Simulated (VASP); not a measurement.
A run of VASP 6.6.1 is set up as follows.

Contents of INCAR:

```
PREC = Accurate
ENCUT = 520
EDIFF = 1E-6
ISMEAR = 0
SIGMA = 0.15
LREAL = False
LASPH = True
NELM = 60
ALGO = Fast
ISIF = 2
LWAVE = False
LCHARG = False
GGA = PS
NBANDS = 54
```

The input KPOINTS:

```
regular mesh
0
Gamma
  10 10 10
```

The input POSCAR:

```
Au
1.0
   -4.0910000000     -4.0910000000      0.0000000000
   -4.0910000000      0.0000000000     -4.0910000000
    0.0000000000     -4.0910000000     -4.0910000000
Au
8
Direct
    0.5172844483      0.5000000000      0.5000000000
    0.0000000000      0.5000000000      0.5000000000
    0.5000000000      0.0000000000      0.5000000000
    0.0000000000      0.0000000000      0.5000000000
    0.5000000000      0.5000000000      0.0000000000
    0.0000000000      0.5000000000      0.0000000000
    0.5000000000      0.0000000000      0.0000000000
    0.0000000000      0.0000000000      0.0000000000
```

Potentials or basis: VASP PAW PBE potentials, release 64 (Au).

Launch:

```console
$ cat potpaw_PBE.64/Au/POTCAR > POTCAR
$ mpirun -np 1 vasp_std > vasp.out
```

**Question.** What does it give for the pressure?

**Answer.** -1.0 GPa.

**Question.** Predict the largest force.

**Answer.** 0.689 eV/Å.

**Question.** Estimate the band gap on the k mesh.

**Answer.** Zero (bands 44 and 45 overlap by 1.95 eV).

Forces on the atoms (eV/Å):
```
Au   0.487  0.487  0.000
Au  -0.311 -0.311  0.000
Au  -0.137  0.046 -0.163
Au   0.046 -0.137  0.163
Au   0.046 -0.137 -0.163
Au  -0.137  0.046  0.163
Au   0.025  0.025  0.000
Au  -0.021 -0.021  0.000
```

Caveat: the cell differs from its parent crystal (atom 1 (Au) moved -0.100 Å towards its neighbour atom 2 (Au) at 2.893 Å); the PAW data sets were made with another functional, which shifts forces and pressure a little; spin-orbit coupling is left out, which moves the levels of the heavy elements.
